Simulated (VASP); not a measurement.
Si, 4 atoms in the cell. It takes space group I4/mmm (No. 139, tetragonal). The conventional cell has a = 6.404 Å, b = 6.404 Å, c = 3.759 Å, α = 90.00°, β = 90.00°, γ = 90.00°. Si (site symmetry m2m) has 4 Si at 2.28 to 2.29 Å within 3.0 Å.  This cell differs from its parent crystal: strain -0.030 along x and y, -0.015 along z.

- Program: VASP 6.6.1
- Task: single point
- Functional: LDA
- Potentials or basis: VASP PAW LDA potentials, release 64 (Si)
- Cutoff: 520 eV
- k mesh: 10 × 10 × 10
- Occupations: gaussian, width 0.03 eV
- Spin: no spin polarisation
- Dipole correction: no
- Further INCAR settings: ALGO = Normal; EDIFF = 1e-07; NBANDS = 16

Potentials or basis: VASP PAW LDA potentials, release 64 (Si).

Launch:

```bash
$ cat potpaw_LDA.64/Si/POTCAR > POTCAR
$ mpirun -np 1 vasp_std > vasp.out
```

Hardware: 1 thread of Intel Xeon 8259CL, with other jobs on the host.

Question: How long does it take, and how much memory?

Answer: It took 3.1 min on 1 thread of Intel Xeon 8259CL (shared host), peak memory 0.22 GiB. Counts: scf iterations 14, k points 102.
